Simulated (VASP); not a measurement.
Wanted: the native input for a VASP 6.6.1 run.

```yaml
Task: single point
Functional: PBE
Potentials_or_basis: VASP PAW PBE potentials, release 64 (B, As)
Cutoff: 500 eV
k_mesh: 10 × 10 × 10
Occupations: gaussian, width 0.02 eV
Spin: no spin polarisation
Dipole_correction: no
Further_INCAR_settings: ALGO = Normal; EDIFF = 1e-06; NBANDS = 11
```

The structure of BAs lies in POSCAR:

```
BAs
1.0
    0.0000000000      2.3301980546      2.3301980546
    2.3301980546      0.0000000000      2.3301980546
    2.3301980546      2.3301980546      0.0000000000
B As
1 1
Direct
    0.0000000000      0.0000000000      0.0000000000
    0.2500000000      0.2500000000      0.2500000000
```

These files were run (other wordings do the same):

INCAR

```
SYSTEM = BAs
PREC = Accurate ; ENCUT = 500
EDIFF = 1E-6 ; ISMEAR = 0
SIGMA = 0.02 ; LREAL = .FALSE.
LASPH = .TRUE. ; NELM = 120
ALGO = Normal ; ISIF = 2
LWAVE = .FALSE. ; LCHARG = .TRUE.
GGA = PE ; LELF = .TRUE.
LVHAR = .TRUE. ; NBANDS = 11
GGA_COMPAT = .FALSE.
```

KPOINTS

```
Automatic mesh
0
G
  10 10 10
  0 0 0
```

Potentials or basis: VASP PAW PBE potentials, release 64 (B, As).

Launch:

```console
$ cat potpaw_PBE.64/B/POTCAR potpaw_PBE.64/As/POTCAR > POTCAR
$ mpirun -np 1 vasp_std > vasp.out
```

Results of the run:

| Quantity | Value |
| --- | --- |
| Pressure | 16.0 GPa |
| Band gap on the k mesh | 1.10 eV (least direct gap 3.37 eV) |

Caveat: the cell stands under pressure.

Wall time 16 s on 1 thread of Intel Xeon 8259CL, with other jobs on the host, peak memory 0.14 GiB.
